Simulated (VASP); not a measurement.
# Os (Im-3m) in VASP: notebook

The runs below take Os through single point, with PBEsol.

Everything below comes from runs of VASP 6.6.1. Logs are shortened: lines on timing, memory, paths and dates and some standing lists are left out, and cuts for length are marked.

## 1. The cell of the first run

It takes space group Im-3m (No. 229, cubic). Conventional cell: a = 3.063 Å, b = 3.063 Å, c = 3.063 Å, α = 90.00°, β = 90.00°, γ = 90.00°. Os (site symmetry m-3m) has 14 Os at 2.65 to 3.06 Å within 3.5 Å.

## 2. Single point, PBEsol

Input file INCAR:

```
SYSTEM = Os
  PREC = Accurate
  ENCUT = 520
  EDIFF = 1E-6
  ISMEAR = -1
  SIGMA = 0.1
  LREAL = .FALSE.
  LASPH = .TRUE.
  NELM = 100
  ALGO = Normal
  ISIF = 2
  LWAVE = .FALSE.
  LCHARG = .FALSE.
  GGA = PS
  NBANDS = 10
```

Input file KPOINTS:

```
regular mesh
0
G
  14 14 14
  0 0 0
```

Input file POSCAR:

```
Os
1.0
   -1.5313543142      1.5313543142      1.5313543142
    1.5313543142     -1.5313543142      1.5313543142
    1.5313543142      1.5313543142     -1.5313543142
Os
1
Direct
    0.0000000000      0.0000000000      0.0000000000
```

Potentials or basis: VASP PAW PBE potentials, release 64 (Os).

On the command line:

```console
$ cat potpaw_PBE.64/Os/POTCAR > POTCAR
$ mpirun -np 1 vasp_std > vasp.out
```

OUTCAR:

```text
SYSTEM = Os
   PREC = Accurate
   ENCUT = 520
   EDIFF = 1E-6
   ISMEAR = -1
   LREAL = .FALSE.
   LASPH = .TRUE.
   NELM = 100
   ISIF = 2
   GGA = PS

 ion  position               nearest neighbor table
   1  0.000  0.000  0.000-

  LATTYP: Found a body centered cubic cell.
 ALAT       =     3.0627086284

  Lattice vectors:

 A1 = (  -1.5313543142,   1.5313543142,   1.5313543142)
 A2 = (   1.5313543142,  -1.5313543142,   1.5313543142)
 A3 = (   1.5313543142,   1.5313543142,  -1.5313543142)

Analysis of symmetry for initial positions (statically):
=====================================================================
 Subroutine PRICEL returns:
 Original cell was already a primitive cell.

 Routine SETGRP: Setting up the symmetry group for a
 body centered cubic supercell.

 Subroutine GETGRP returns: Found 48 space group operations
 (whereof 48 operations were pure point group operations)
 out of a pool of 48 trial point group operations.

The static configuration has the point symmetry O_h .

Analysis of symmetry for dynamics (positions and initial velocities):
=====================================================================
 Subroutine PRICEL returns:
 Original cell was already a primitive cell.

 Routine SETGRP: Setting up the symmetry group for a
 body centered cubic supercell.

 Subroutine GETGRP returns: Found 48 space group operations
 (whereof 48 operations were pure point group operations)
 out of a pool of 48 trial point group operations.

The dynamic configuration has the point symmetry O_h .

 Subroutine INISYM returns: Found 48 space group operations
 (whereof 48 operations are pure point group operations),
 and found     1 'primitive' translations

----------------------------------------------------------------------------------------

                                     Primitive cell

  volume of cell :      14.3644

  direct lattice vectors                    reciprocal lattice vectors
    -1.531354314  1.531354314  1.531354314     0.000000000  0.326508369  0.326508369
     1.531354314 -1.531354314  1.531354314     0.326508369  0.000000000  0.326508369
     1.531354314  1.531354314 -1.531354314     0.326508369  0.326508369  0.000000000

  length of vectors
     2.652383477  2.652383477  2.652383477     0.461752564  0.461752564  0.461752564

  position of ions in fractional coordinates (direct lattice)
     0.000000000  0.000000000  0.000000000

  ion indices of the primitive-cell ions
   primitive index   ion index
                 1           1

----------------------------------------------------------------------------------------

 KPOINTS: regular mesh

Automatic generation of k-mesh.
 Grid dimensions read from file:
 generate k-points for:   14   14   14

 Generating k-lattice:

  Cartesian coordinates                     Fractional coordinates (reciprocal lattice)
     0.000000000  0.023322026  0.023322026     0.071428571  0.000000000  0.000000000
     0.023322026  0.000000000  0.023322026     0.000000000  0.071428571  0.000000000
     0.023322026  0.023322026  0.000000000     0.000000000  0.000000000  0.071428571

  Length of vectors
     0.032982326  0.032982326  0.032982326

  Shift w.r.t. Gamma in fractional coordinates (k-lattice)
     0.000000000  0.000000000  0.000000000

 Subroutine IBZKPT returns following result:
 ===========================================

 Found    104 irreducible k-points:

 Following reciprocal coordinates:
            Coordinates               Weight
  0.000000  0.000000  0.000000      1.000000
  0.071429  0.000000  0.000000     12.000000
  0.142857  0.000000  0.000000     12.000000
  0.214286  0.000000  0.000000     12.000000
  0.285714  0.000000  0.000000     12.000000
  0.357143  0.000000  0.000000     12.000000
[... 16 lines left out ...]
  0.285714  0.285714  0.000000     24.000000
  0.357143  0.285714 -0.000000     24.000000
 [... further k-points ...]
   k-points           NKPTS =    104   k-points in BZ     NKDIM =    104   number of bands    NBANDS=     10
   number of dos      NEDOS =    301   number of ions     NIONS =      1
   total plane-waves  NPLWV =   8000
   dimension x,y,z NGX =    20 NGY =   20 NGZ =   20
   dimension x,y,z NGXF=    40 NGYF=   40 NGZF=   40
   ions per type =               1
   NGX,Y,Z   is equivalent  to a cutoff of  12.54, 12.54, 12.54 a.u.
   NGXF,Y,Z  is equivalent  to a cutoff of  25.07, 25.07, 25.07 a.u.
 SYSTEM =  Os
   PREC   = accura    normal or accurate (medium, high low for compatibility)
   ISTART =      0    job   : 0-new  1-cont  2-samecut
   ICHARG =      2    charge: 1-file 2-atom 10-const
   ISPIN  =      1    spin polarized calculation?
   LNONCOLLINEAR =      F non collinear calculations
   LSORBIT =      F    spin-orbit coupling
   LASPH  =      T    aspherical Exc in radial PAW
   ENCUT  =  520.0 eV  38.22 Ry    6.18 a.u.   4.93  4.93  4.93*2*pi/ulx,y,z
   NELM   =    100;   NELMIN=  2; NELMDL= -5     # of ELM steps
   EDIFF  = 0.1E-05   stopping-criterion for ELM
   LREAL  =      F    real-space projection
   EDIFFG = 0.1E-04   stopping-criterion for IOM
   NSW    =      0    number of steps for IOM
   IBRION =     -1    ionic relax: 0-MD 1-quasi-New 2-CG
   NFREE  =      0    steps in history (QN), initial steepest desc. (CG)
   ISIF   =      2    stress and relaxation
   ISYM   =      2    0-nonsym 1-usesym 2-fastsym
   POTIM  = 0.5000    time-step for ionic-motion
   TEBEG  =    0.0;   TEEND  =   0.0 temperature during run
   PSTRESS=    0.0 pullay stress
   NELECT =       8.0000    total number of electrons
   NUPDOWN=      -1.0000    fix difference up-down
   EMIN   =  10.00;   EMAX   =-10.00  energy-range for DOS
   EFERMI =   0.00;   METHOD = LEGACY
   ISMEAR =    -1;   SIGMA  =   0.10  broadening in eV -4-tet -1-fermi 0-gaus
   EFERMI_NEDOS =   21; number of points for ismear=-14 and -15
   IALGO  =     38    algorithm
   IMIX   =      4    mixing-type and parameters
     AMIX     =   0.40;   BMIX     =  1.00
     AMIX_MAG =   1.60;   BMIX_MAG =  1.00
  volume/ion in A,a.u.               =      14.36        96.94
  Fermi-wavevector in a.u.,A,eV,Ry     =   1.346922  2.545314 24.683678  1.814199
  Thomas-Fermi vector in A             =   2.474715
   LORBIT       =      0    0 simple, 1 ext, 2 COOP (PROOUT), +10 PAW based schemes
   GGA     = PS    functional components
   LHFCALC =     F    Hartree Fock is set to
   AEXX    =    0.0000 exact exchange contribution
   IVDW    =     0    specifies the selected vdW correction
   LEPSILON=     F    determine dielectric tensor
   LRPA    =     F    only Hartree local field effects (RPA)
 non-spin polarized calculation
  energy-cutoff  :      520.00
  volume of cell :       14.36
 maximum number of plane-waves:       399
   NGX =  9   NGY =  9   NGZ =  9

 number of electron       8.0000001 magnetization

 Free energy of the ion-electron system (eV)
  ---------------------------------------------------
  ext. energy  EPLUGINS =         0.00000000
  ---------------------------------------------------
  free energy    TOTEN  =       -11.33836665 eV

  energy without entropy =      -11.29135999  energy(sigma->0) =      -11.31486332

 E-fermi :   9.1891     XC(G=0): -13.9902

 val. band max:        9.1765969161   @ k =   0.0714   0.0714   0.0000
 cond. band min:       9.2126991773   @ k =  -0.4286   0.4286   0.3571
 fundamental gap:      0.0361022612
 Fermi energy:         9.1891432338

 k-point     1 :       0.0000    0.0000    0.0000
  band No.  band energies     occupation
      1      -1.8427      2.00000
      2       5.8062      2.00000
      3       5.8062      2.00000
      4       5.8062      2.00000
      5       9.1155      1.35257
      6       9.1155      1.35257
      7      25.4289      0.00000
      8      25.4289      0.00000
      9      25.4289      0.00000
     10      37.4241      0.00000

 k-point     2 :       0.0714    0.0000    0.0000
  band No.  band energies     occupation
      1      -1.5972      2.00000
      2       5.6797      2.00000
      3       5.7907      2.00000
      4       6.0359      2.00000
      5       8.9364      1.85203
      6       9.1234      1.31721
      7      25.5988      0.00000
      8      25.8330      0.00000
      9      25.8743      0.00000
     10      35.2100      0.00000

 k-point     3 :       0.1429    0.0000    0.0000
  band No.  band energies     occupation
      1      -0.9038      2.00000
      2       5.3418      2.00000
      3       5.7015      2.00000
      4       6.7106      2.00000
      5       8.6056      1.99417
      6       9.1575      1.15696
      7      25.8781      0.00000
      8      26.7399      0.00000
      9      26.9963      0.00000
     10      32.9475      0.00000

 k-point     4 :       0.2143    0.0000    0.0000
  band No.  band energies     occupation
      1       0.0769      2.00000
      2       4.8903      2.00000
      3       5.5463      2.00000
      4       7.7833      2.00000
      5       8.4827      1.99829
      6       9.2386      0.75751
      7      25.5269      0.00000
      8      26.4185      0.00000
      9      28.7944      0.00000
     10      32.2609      0.00000

 k-point     5 :       0.2857    0.0000    0.0000
  band No.  band energies     occupation
      1       0.9785      2.00000
      2       4.4311      2.00000
      3       5.6920      2.00000
      4       8.6514      1.99080
      5       9.1609      1.14034
      6       9.3769      0.26536
      7      24.2164      0.00000
      8      24.3015      0.00000
      9      31.0613      0.00000
     10      32.2528      0.00000

 k-point     6 :       0.3571    0.0000    0.0000
  band No.  band energies     occupation
      1       1.3782      2.00000
      2       4.0483      2.00000
      3       6.6076      2.00000
      4       8.9469      1.83701
      5       9.5517      0.05190
      6      10.6664      0.00000
      7      21.5213      0.00000
      8      22.9539      0.00000
      9      29.3508      0.00000
     10      33.5731      0.00000

 k-point     7 :       0.4286    0.0000    0.0000
  band No.  band energies     occupation
      1       1.3923      2.00000
      2       3.7981      2.00000
      3       7.9882      1.99999
      4       9.1545      1.17135
      5       9.7061      0.01131
      6      11.9603      0.00000
      7      19.2383      0.00000
      8      21.9953      0.00000
      9      27.1677      0.00000
     10      34.1541      0.00000

 k-point     8 :       0.5000    0.0000    0.0000
  band No.  band energies     occupation
      1       1.3584      2.00000
      2       3.7114      2.00000
      3       8.9495      1.83313
      4       8.9800      1.78019
      5       9.7691      0.00604
      6      12.5040      0.00000
      7      18.2624      0.00000
      8      21.6519      0.00000
      9      26.3212      0.00000
     10      33.6903      0.00000

 k-point     9 :       0.0714    0.0714    0.0000
  band No.  band energies     occupation
      1      -1.1255      2.00000
      2       5.5197      2.00000
      3       5.6307      2.00000
      4       6.5265      2.00000
      5       8.6483      1.99108
      6       9.1766      1.06265
      7      25.9286      0.00000
      8      26.4741      0.00000
      9      26.5766      0.00000
     10      33.0720      0.00000
[... 118 lines left out ...]
 k-point    19 :       0.4286    0.1429    0.0000
  band No.  band energies     occupation
      1       2.0012      2.00000
      2       3.9010      2.00000
      3       7.0550      2.00000
      4       8.8576      1.92988
      5      10.3226      0.00002
      6      14.2031      0.00000
      7      17.6183      0.00000
      8      22.3139      0.00000
      9      25.2747      0.00000
     10      33.4114      0.00000

 k-point    20 :       0.2143    0.2143    0.0000
  band No.  band energies     occupation
      1       2.3460      2.00000
      2       4.3141      2.00000
      3       4.9720      2.00000
      4       8.4419      1.99886
      5       9.7932      0.00475
      6      12.0092      0.00000
      7      21.4092      0.00000
      8      24.4289      0.00000
      9      26.6343      0.00000
     10      30.2768      0.00000

 k-point    21 :       0.2857    0.2143    0.0000
  band No.  band energies     occupation
      1       2.6257      2.00000
      2       4.1608      2.00000
      3       5.4807      2.00000
      4       8.7544      1.97446
      5       9.8702      0.00220
      6      13.8866      0.00000
      7      19.1716      0.00000
      8      22.9495      0.00000
      9      25.9135      0.00000
     10      31.3727      0.00000

 k-point    22 :       0.3571    0.2143   -0.0000
  band No.  band energies     occupation
      1       2.6168      2.00000
      2       4.1082      2.00000
      3       5.9832      2.00000
      4       8.9491      1.83366
      5      10.0928      0.00024
      6      15.4697      0.00000
      7      17.3558      0.00000
      8      21.8291      0.00000
      9      25.6465      0.00000
     10      32.5792      0.00000

 k-point    23 :       0.2857    0.2857    0.0000
  band No.  band energies     occupation
      1       2.9568      2.00000
      2       4.3137      2.00000
      3       5.3563      2.00000
      4       9.0935      1.44492
      5       9.8579      0.00249
      6      15.8240      0.00000
      7      17.6247      0.00000
      8      21.2392      0.00000
      9      26.2616      0.00000
     10      31.6419      0.00000

 k-point    24 :       0.3571    0.2857   -0.0000
  band No.  band energies     occupation
      1       3.0288      2.00000
      2       4.4740      2.00000
      3       5.2496      2.00000
      4       9.3224      0.41737
      5       9.8461      0.00280
      6      16.3970      0.00000
      7      17.6142      0.00000
      8      20.0496      0.00000
      9      26.5744      0.00000
     10      32.3232      0.00000

 [... further k-points ...]
[... 5 lines left out ...]
  --------------------------------------------------------------------------------------
  -------------------------------------------------------------------------------------
  Total        0.0596184      0.0596184      0.0596184     -0.0000000     -0.0000000      0.0000000
  in kB        6.6497224      6.6497224      6.6497224     -0.0000000     -0.0000000      0.0000000
  external PRESSURE =       6.6497224 kB  Pullay stress =       0.0000000 kB

 VOLUME and BASIS-vectors are now :
 -----------------------------------------------------------------------------
  energy-cutoff  :      520.00
  volume of cell :       14.36
      direct lattice vectors                 reciprocal lattice vectors
    -1.531354314  1.531354314  1.531354314     0.000000000  0.326508369  0.326508369
     1.531354314 -1.531354314  1.531354314     0.326508369  0.000000000  0.326508369
     1.531354314  1.531354314 -1.531354314     0.326508369  0.326508369  0.000000000

 POSITION                                       TOTAL-FORCE (eV/Angst)
 -----------------------------------------------------------------------------------
      0.00000      0.00000      0.00000        -0.000000     -0.000000     -0.000000
 -----------------------------------------------------------------------------------
    total drift:                                0.000000     -0.000000      0.000000

  FREE ENERGIE OF THE ION-ELECTRON SYSTEM (eV)
  ---------------------------------------------------
  free  energy   TOTEN  =       -11.3383666499 eV

  energy  without entropy=      -11.2913599854  energy(sigma->0) =      -11.31486332
```

Run time: 11 s. Hardware: 1 thread of AMD EPYC 7R43 (Zen 3), shared host; peak memory 0.1 GiB.

Results:

- Free energy: -11.3384 eV
- Pressure: 0.7 GPa
- Band gap on the k mesh: zero (band 4 reaches 11.66 eV, above the bottom of band 5 at 7.15 eV)

Caveat: the PAW data sets were made with another functional, which shifts forces and pressure a little; spin-orbit coupling is left out, which moves the levels of the heavy elements.

## 3. Single point, PBEsol (volume scaled by 0.88)

Input file INCAR:

```
SYSTEM = Os
ALGO = Normal
EDIFF = 1E-6
ENCUT = 520
GGA = PS
ISIF = 2
ISMEAR = -1
LASPH = .TRUE.
LCHARG = .TRUE.
LELF = .TRUE.
LREAL = .FALSE.
LVHAR = .TRUE.
LWAVE = .FALSE.
NBANDS = 10
NELM = 100
PREC = Accurate
SIGMA = 0.1
```

Input file KPOINTS:

```
k-points
0
G
  16 16 16
  0 0 0
```

Input file POSCAR:

```
Os
1.0
   -1.4674722939      1.4674722939      1.4674722939
    1.4674722939     -1.4674722939      1.4674722939
    1.4674722939      1.4674722939     -1.4674722939
Os
1
Direct
    0.0000000000      0.0000000000      0.0000000000
```

Potentials or basis: VASP PAW PBE potentials, release 64 (Os).

On the command line:

```console
$ cat potpaw_PBE.64/Os/POTCAR > POTCAR
$ mpirun -np 1 vasp_std > vasp.out
```

It took 15 s on 1 thread of AMD EPYC 7R43 (Zen 3), shared host; peak memory 0.1 GiB.

Results (log left out):

- Free energy: -11.0018 eV
- Pressure: 69.4 GPa
- Band gap on the k mesh: zero (band 4 reaches 14.29 eV, above the bottom of band 5 at 8.79 eV)

Levels at points of the mesh, in eV from the Fermi level:
```
           k point  band 1  band 2  band 3  band 4  band 5  band 6  band 7  band 8  band 9
(0.00, 0.00, 0.00)  -12.30   -4.09   -4.09   -4.09   -0.16   -0.16   16.26   16.26   16.26
(0.50, 0.00, 0.00)   -9.23   -6.62   -0.26   -0.25    0.71    4.08   10.91   12.50   18.76
(0.50, 0.50, 0.50)   -9.00   -9.00    3.01    3.01    3.01    8.59    8.59    8.59   17.84
```

Caveat: the PAW data sets were made with another functional, which shifts forces and pressure a little; spin-orbit coupling is left out, which moves the levels of the heavy elements.

## 4. Single point, PBEsol (volume scaled by 0.92)

Input file INCAR:

```
SYSTEM = Os
ALGO = Normal
EDIFF = 1E-7
ENCUT = 520
GGA = PS
ISIF = 2
ISMEAR = -1
LASPH = .TRUE.
LCHARG = .FALSE.
LREAL = .FALSE.
LWAVE = .FALSE.
NBANDS = 10
NELM = 80
PREC = Accurate
SIGMA = 0.1
```

KPOINTS is that of step 3.

Input file POSCAR:

```
Os
1.0
   -1.4893780950      1.4893780950      1.4893780950
    1.4893780950     -1.4893780950      1.4893780950
    1.4893780950      1.4893780950     -1.4893780950
Os
1
Direct
    0.0000000000      0.0000000000      0.0000000000
```

On the command line:

```console
$ cat potpaw_PBE.64/Os/POTCAR > POTCAR
$ mpirun -np 1 vasp_std > vasp.out
```

Wall time 15 s (1 thread of AMD EPYC 7R43 (Zen 3), shared host); peak memory 0.1 GiB.

It converged, with:

```yaml
Free_energy: -11.1981 eV
Pressure: 41.0 GPa
Band_gap_on_the_k_mesh: zero (band 4 reaches 13.34 eV, above the bottom of band 5 at 8.20 eV)
```

Levels at points of the mesh, in eV from the Fermi level:
| k point | band 2 | band 3 | band 4 | band 5 | band 6 | band 7 |
| --- | --- | --- | --- | --- | --- | --- |
| (0.00, 0.00, 0.00) | -3.84 | -3.84 | -3.84 | -0.14 | -0.14 | 16.25 |
| (0.50, 0.00, 0.00) | -6.21 | -0.28 | -0.24 | 0.66 | 3.79 | 10.23 |
| (0.50, 0.50, 0.50) | -8.43 | 2.80 | 2.80 | 2.80 | 8.32 | 8.32 |

Caveat: the PAW data sets were made with another functional, which shifts forces and pressure a little; spin-orbit coupling is left out, which moves the levels of the heavy elements.

## 5. The runs side by side

```tsv
cell	k mesh	gap on the mesh (eV)	pressure (GPa)
a = 2.652 Å, angles 109.5°, 1 atom	14 × 14 × 14	none	0.7
a = 2.542 Å, angles 109.5°, 1 atom	16 × 16 × 16	none	69.4
a = 2.580 Å, angles 109.5°, 1 atom	16 × 16 × 16	none	41.0
```

Alike in all rows: task single point; level PBEsol; potentials or basis VASP PAW PBE potentials, release 64 (Os); no spin polarisation; cutoff (eV) 520; smearing fermi-dirac 0.1 eV.

Caveats: the PAW data sets were made with another functional, which shifts forces and pressure a little; spin-orbit coupling is left out, which moves the levels of the heavy elements.

Total energies depend on the potentials used, so only differences within one code and one set of settings carry meaning.
